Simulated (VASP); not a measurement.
# KBr (Fm-3m) in VASP: notebook, part 2 of 2

VASP 6.6.1.

### 3 Single point, PBE

This run uses another cell than the first one, of 37.46 Å³/atom.

File INCAR:

```
PREC     = Accurate       # precision mode
ENCUT    = 500            # plane-wave cutoff, eV
EDIFF    = 1E-6           # SCF threshold, eV
ISMEAR   = 0              # smearing method
SIGMA    = 0.02           # smearing width, eV
LREAL    = False          # projectors in reciprocal space
LASPH    = True           # aspherical terms in the spheres
NELM     = 120            # most SCF steps
ALGO     = Normal         # electronic algorithm
ISIF     = 2              # what is computed and relaxed
LWAVE    = False          # write WAVECAR
LCHARG   = False          # write CHGCAR
GGA      = PE             # functional
NBANDS   = 15             # bands
GGA_COMPAT= False
```

File KPOINTS:

```
regular mesh
0
Gamma
  6 6 6
```

File POSCAR:

```
KBr
1.0
    0.0000000000      3.3460306109      3.3460306109
    3.3460306109      0.0000000000      3.3460306109
    3.3460306109      3.3460306109      0.0000000000
K Br
1 1
Direct
    0.0000000000      0.0000000000      0.0000000000
    0.5000000000      0.5000000000      0.5000000000
```

Potentials or basis: VASP PAW PBE potentials, release 64 (K_sv, Br).

Started as:

```console
$ cat potpaw_PBE.64/K_sv/POTCAR potpaw_PBE.64/Br/POTCAR > POTCAR
$ mpirun -np 1 vasp_std > vasp.out
```

OUTCAR:

```text
PREC = Accurate
   ENCUT = 500
   EDIFF = 1E-6
   ISMEAR = 0
   LREAL = False
   LASPH = True
   NELM = 120
   ISIF = 2
   GGA = PE

 ion  position               nearest neighbor table
   1  0.000  0.000  0.000-
   2  0.500  0.500  0.500-

  LATTYP: Found a face centered cubic cell.
 ALAT       =     6.6920612218

  Lattice vectors:

 A1 = (   0.0000000000,   3.3460306109,   3.3460306109)
 A2 = (   3.3460306109,   0.0000000000,   3.3460306109)
 A3 = (   3.3460306109,   3.3460306109,   0.0000000000)

Analysis of symmetry for initial positions (statically):
=====================================================================
 Subroutine PRICEL returns:
 Original cell was already a primitive cell.

 Routine SETGRP: Setting up the symmetry group for a
 face centered cubic supercell.

 Subroutine GETGRP returns: Found 48 space group operations
 (whereof 48 operations were pure point group operations)
 out of a pool of 48 trial point group operations.

The static configuration has the point symmetry O_h .

Analysis of symmetry for dynamics (positions and initial velocities):
=====================================================================
 Subroutine PRICEL returns:
 Original cell was already a primitive cell.

 Routine SETGRP: Setting up the symmetry group for a
 face centered cubic supercell.

 Subroutine GETGRP returns: Found 48 space group operations
 (whereof 48 operations were pure point group operations)
 out of a pool of 48 trial point group operations.

The dynamic configuration has the point symmetry O_h .

 Subroutine INISYM returns: Found 48 space group operations
 (whereof 48 operations are pure point group operations),
 and found     1 'primitive' translations

----------------------------------------------------------------------------------------

                                     Primitive cell

  volume of cell :      74.9238

  direct lattice vectors                    reciprocal lattice vectors
     0.000000000  3.346030611  3.346030611    -0.149430791  0.149430791  0.149430791
     3.346030611  0.000000000  3.346030611     0.149430791 -0.149430791  0.149430791
     3.346030611  3.346030611  0.000000000     0.149430791  0.149430791 -0.149430791

  length of vectors
     4.732001870  4.732001870  4.732001870     0.258821722  0.258821722  0.258821722

  position of ions in fractional coordinates (direct lattice)
     0.000000000  0.000000000  0.000000000
     0.500000000  0.500000000  0.500000000

  ion indices of the primitive-cell ions
   primitive index   ion index
                 1           1
                 2           2

----------------------------------------------------------------------------------------

 KPOINTS: regular mesh

Automatic generation of k-mesh.
 Grid dimensions read from file:
 generate k-points for:    6    6    6

 Generating k-lattice:

  Cartesian coordinates                     Fractional coordinates (reciprocal lattice)
    -0.024905132  0.024905132  0.024905132     0.166666667  0.000000000  0.000000000
     0.024905132 -0.024905132  0.024905132     0.000000000  0.166666667  0.000000000
     0.024905132  0.024905132 -0.024905132     0.000000000  0.000000000  0.166666667

  Length of vectors
     0.043136954  0.043136954  0.043136954

  Shift w.r.t. Gamma in fractional coordinates (k-lattice)
     0.000000000  0.000000000  0.000000000

 Subroutine IBZKPT returns following result:
 ===========================================

 Found     16 irreducible k-points:

 Following reciprocal coordinates:
            Coordinates               Weight
  0.000000  0.000000  0.000000      1.000000
  0.166667  0.000000  0.000000      8.000000
  0.333333  0.000000  0.000000      8.000000
  0.500000  0.000000  0.000000      4.000000
  0.166667  0.166667  0.000000      6.000000
  0.333333  0.166667  0.000000     24.000000
[... 8 lines left out ...]
 -0.333333  0.333333  0.166667     24.000000
 -0.333333  0.500000  0.166667     12.000000
   k-points           NKPTS =     16   k-points in BZ     NKDIM =     16   number of bands    NBANDS=     15
   number of dos      NEDOS =    301   number of ions     NIONS =      2
   total plane-waves  NPLWV =  46656
   dimension x,y,z NGX =    36 NGY =   36 NGZ =   36
   dimension x,y,z NGXF=    72 NGYF=   72 NGZF=   72
   ions per type =               1   1
   NGX,Y,Z   is equivalent  to a cutoff of  12.65, 12.65, 12.65 a.u.
   NGXF,Y,Z  is equivalent  to a cutoff of  25.30, 25.30, 25.30 a.u.
 SYSTEM =  unknown system
   PREC   = accura    normal or accurate (medium, high low for compatibility)
   ISTART =      0    job   : 0-new  1-cont  2-samecut
   ICHARG =      2    charge: 1-file 2-atom 10-const
   ISPIN  =      1    spin polarized calculation?
   LNONCOLLINEAR =      F non collinear calculations
   LSORBIT =      F    spin-orbit coupling
   LASPH  =      T    aspherical Exc in radial PAW
   ENCUT  =  500.0 eV  36.75 Ry    6.06 a.u.   8.63  8.63  8.63*2*pi/ulx,y,z
   NELM   =    120;   NELMIN=  2; NELMDL= -5     # of ELM steps
   EDIFF  = 0.1E-05   stopping-criterion for ELM
   LREAL  =      F    real-space projection
   EDIFFG = 0.1E-04   stopping-criterion for IOM
   NSW    =      0    number of steps for IOM
   IBRION =     -1    ionic relax: 0-MD 1-quasi-New 2-CG
   NFREE  =      0    steps in history (QN), initial steepest desc. (CG)
   ISIF   =      2    stress and relaxation
   ISYM   =      2    0-nonsym 1-usesym 2-fastsym
   POTIM  = 0.5000    time-step for ionic-motion
   TEBEG  =    0.0;   TEEND  =   0.0 temperature during run
   PSTRESS=    0.0 pullay stress
   NELECT =      16.0000    total number of electrons
   NUPDOWN=      -1.0000    fix difference up-down
   EMIN   =  10.00;   EMAX   =-10.00  energy-range for DOS
   EFERMI =   0.00;   METHOD = LEGACY
   ISMEAR =     0;   SIGMA  =   0.02  broadening in eV -4-tet -1-fermi 0-gaus
   EFERMI_NEDOS =   21; number of points for ismear=-14 and -15
   IALGO  =     38    algorithm
   IMIX   =      4    mixing-type and parameters
     AMIX     =   0.40;   BMIX     =  1.00
     AMIX_MAG =   1.60;   BMIX_MAG =  1.00
  volume/ion in A,a.u.               =      37.46       252.81
  Fermi-wavevector in a.u.,A,eV,Ry     =   0.978532  1.849157 13.027910  0.957524
  Thomas-Fermi vector in A             =   2.109315
   LORBIT       =      0    0 simple, 1 ext, 2 COOP (PROOUT), +10 PAW based schemes
   GGA     = PE    functional components
   LHFCALC =     F    Hartree Fock is set to
   AEXX    =    0.0000 exact exchange contribution
   IVDW    =     0    specifies the selected vdW correction
   LEPSILON=     F    determine dielectric tensor
   LRPA    =     F    only Hartree local field effects (RPA)
 non-spin polarized calculation
 Gauss-broadening in eV      SIGMA  =   0.02
  energy-cutoff  :      500.00
  volume of cell :       74.92
 maximum number of plane-waves:      1932
 NGX is ok and might be reduce to    36
   NGX = 17   NGY = 17   NGZ = 17

 number of electron      16.0000000 magnetization

 Free energy of the ion-electron system (eV)
  ---------------------------------------------------
  ext. energy  EPLUGINS =         0.00000000
  ---------------------------------------------------
  free energy    TOTEN  =        -6.22329297 eV

  energy without entropy =       -6.22329297  energy(sigma->0) =       -6.22329297

 E-fermi :  -1.7702     XC(G=0):  -7.2061

 val. band max:       -1.9002672558   @ k =   0.0000   0.0000   0.0000
 cond. band min:       2.4246675819   @ k =   0.0000   0.0000   0.0000
 fundamental gap:      4.3249348377
 Fermi energy:        -1.7702352779

 k-point     1 :       0.0000    0.0000    0.0000
  band No.  band energies     occupation
      1     -29.7726      2.00000
      2     -14.1438      2.00000
      3     -13.2465      2.00000
      4     -13.2465      2.00000
      5     -13.2465      2.00000
      6      -1.9003      2.00000
      7      -1.9003      2.00000
      8      -1.9003      2.00000
      9       2.4247      0.00000
     10       5.6918      0.00000
     11       5.6918      0.00000
     12       5.6918      0.00000
     13       6.4894      0.00000
     14       6.4894      0.00000
[... 257 lines left out ...]
      2     -14.1271      2.00000
      3     -13.3107      2.00000
      4     -13.2880      2.00000
      5     -13.1846      2.00000
      6      -2.5687      2.00000
      7      -2.3413      2.00000
      8      -2.3230      2.00000
      9       4.6937      0.00000
     10       5.8522      0.00000
     11       6.2856      0.00000
     12       7.1786      0.00000
     13       7.9779      0.00000
     14       8.7515      0.00000
     15       9.2108      0.00000

------------------------ aborting loop because EDIFF is reached ----------------------------------------

  FORCE on cell =-STRESS in cart. coord.  units (eV):
  Direction    XX          YY          ZZ          XY          YZ          ZX
  --------------------------------------------------------------------------------------
  -------------------------------------------------------------------------------------
  Total        0.0518978      0.0518978      0.0518978     -0.0000000      0.0000000      0.0000000
  in kB        1.1097885      1.1097885      1.1097885     -0.0000000      0.0000000      0.0000000
  external PRESSURE =       1.1097885 kB  Pullay stress =       0.0000000 kB

 VOLUME and BASIS-vectors are now :
 -----------------------------------------------------------------------------
  energy-cutoff  :      500.00
  volume of cell :       74.92
      direct lattice vectors                 reciprocal lattice vectors
     0.000000000  3.346030611  3.346030611    -0.149430791  0.149430791  0.149430791
     3.346030611  0.000000000  3.346030611     0.149430791 -0.149430791  0.149430791
     3.346030611  3.346030611  0.000000000     0.149430791  0.149430791 -0.149430791

 POSITION                                       TOTAL-FORCE (eV/Angst)
 -----------------------------------------------------------------------------------
      0.00000      0.00000      0.00000         0.000000      0.000000      0.000000
      3.34603      3.34603      3.34603         0.000000      0.000000     -0.000000
 -----------------------------------------------------------------------------------
    total drift:                                0.000000      0.000000      0.000000

  FREE ENERGIE OF THE ION-ELECTRON SYSTEM (eV)
  ---------------------------------------------------
  free  energy   TOTEN  =        -6.2232929740 eV

  energy  without entropy=       -6.2232929740  energy(sigma->0) =       -6.22329297
```

Wall time 26 s (1 thread of Intel Xeon Platinum 8375C at 2.90GHz (Ice Lake), shared host); peak memory 0.2 GiB.

What came out:

```
Free energy            : -6.2233 eV
Pressure               : 0.1 GPa
Band gap on the k mesh : 4.33 eV
```

Levels at points of the mesh, in eV from the valence-band top:
```csv
k point,band 6,band 7,band 8,band 9,band 10,band 11
"(0.00, 0.00, 0.00)",0.00,0.00,0.00,4.33,7.59,7.59
"(0.50, 0.00, 0.00)",-1.10,-0.30,-0.30,6.50,8.08,9.65
"(0.50, 0.50, 0.00)",-0.77,-0.27,-0.27,5.91,7.05,9.28
```

### 4 Single point, PBE

This run uses another cell than the first one, of 37.46 Å³/atom.

File INCAR:

```
SYSTEM = KBr
PREC = Accurate ; ENCUT = 500
EDIFF = 1E-6 ; ISMEAR = 0
SIGMA = 0.02 ; LREAL = .FALSE.
LASPH = .TRUE. ; NELM = 120
ALGO = Normal ; ISIF = 2
LWAVE = .FALSE. ; LCHARG = .TRUE.
GGA = PE ; LELF = .TRUE.
LVHAR = .TRUE. ; NBANDS = 15
GGA_COMPAT = .FALSE.
```

File KPOINTS:

```
Automatic mesh
0
G
  6 6 6
  0 0 0
```

POSCAR is that of step 3.

Started as:

```console
$ cat potpaw_PBE.64/K_sv/POTCAR potpaw_PBE.64/Br/POTCAR > POTCAR
$ mpirun -np 1 vasp_std > vasp.out
```

It took 26 s on 1 thread of Intel Xeon Platinum 8375C at 2.90GHz (Ice Lake), shared host; peak memory 0.19 GiB.

Results (log left out):

```yaml
Free_energy: -6.2233 eV
Pressure: 0.1 GPa
Band_gap_on_the_k_mesh: 4.33 eV
```

Levels at points of the mesh, in eV from the valence-band top:
```csv
k point,band 6,band 7,band 8,band 9,band 10,band 11
"(0.00, 0.00, 0.00)",0.00,0.00,0.00,4.33,7.59,7.59
"(0.50, 0.00, 0.00)",-1.10,-0.30,-0.30,6.50,8.08,9.65
"(0.50, 0.50, 0.00)",-0.77,-0.27,-0.27,5.91,7.05,9.28
```

PBE gaps usually lie below the measured ones, often by a third to a half.
